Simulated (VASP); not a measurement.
Wanted: the native input for a VASP 6.6.1 run.

```yaml
Task: single point
Functional: PBE
Potentials_or_basis: VASP PAW PBE potentials, release 64 (Al, N)
Cutoff: 520 eV
k_mesh: 8 × 6 × 4
Occupations: gaussian, width 0.05 eV
Spin: no spin polarisation
Dipole_correction: no
Further_INCAR_settings: ALGO = Normal; EDIFF = 1e-06; NBANDS = 26
```

The structure of AlN lies in POSCAR:

```
AlN
1.0
   -1.6567491617      2.8695737234      0.0000000000
    0.0000000000      0.0000000000      4.1874629526
    4.9702474850      2.8695737234      0.0000000000
Al N
4 4
Direct
    0.4772573892      0.7500000000      0.0576823952
    0.0000000000      0.7500000000      0.6666666667
    0.0000000000      0.2500000000      0.3333333333
    0.5000000000      0.2500000000      0.8333333333
    0.5000000000      0.2500000000      0.1666666667
    0.0000000000      0.2500000000      0.6666666667
    0.0000000000      0.7500000000      0.3333333333
    0.5000000000      0.7500000000      0.8333333333
```

This cell differs from its parent crystal: atom 1 (Al) moved by -0.504 Å along [1 0 0] and -0.378 Å along [1 2 0].

One way to write it, as run:

INCAR

```
  PREC = Accurate
  ENCUT = 520
  EDIFF = 1E-6
  ISMEAR = 0
  SIGMA = 0.05
  LREAL = False
  LASPH = True
  NELM = 100
  ALGO = Normal
  ISIF = 2
  LWAVE = False
  LCHARG = True
  GGA = PE
  LELF = True
  LVHAR = True
  NBANDS = 26
```

KPOINTS

```
regular mesh
0
Gamma
  8 6 4
```

Potentials or basis: VASP PAW PBE potentials, release 64 (Al, N).

Launch:

```sh
$ cat potpaw_PBE.64/Al/POTCAR potpaw_PBE.64/N/POTCAR > POTCAR
$ mpirun -np 1 vasp_std > vasp.out
```

It gave:

| Item | Value |
| --- | --- |
| Pressure | 32.0 GPa |
| Largest force | 46.784 eV/Å |
| Band gap on the k mesh | 1.28 eV, indirect (least direct gap 1.33 eV) |

Caveat: the cell differs from its parent crystal (atom 1 (Al) moved by -0.504 Å along [1 0 0] and -0.378 Å along [1 2 0]); forces of over 1 eV/Å act on the atoms, so gaps and moduli don't describe the material at rest.

Run time: 58 s on 1 thread of Intel(R) Xeon(R) 6975P-C (Granite Rapids), on a shared host, peak memory 0.26 GiB.
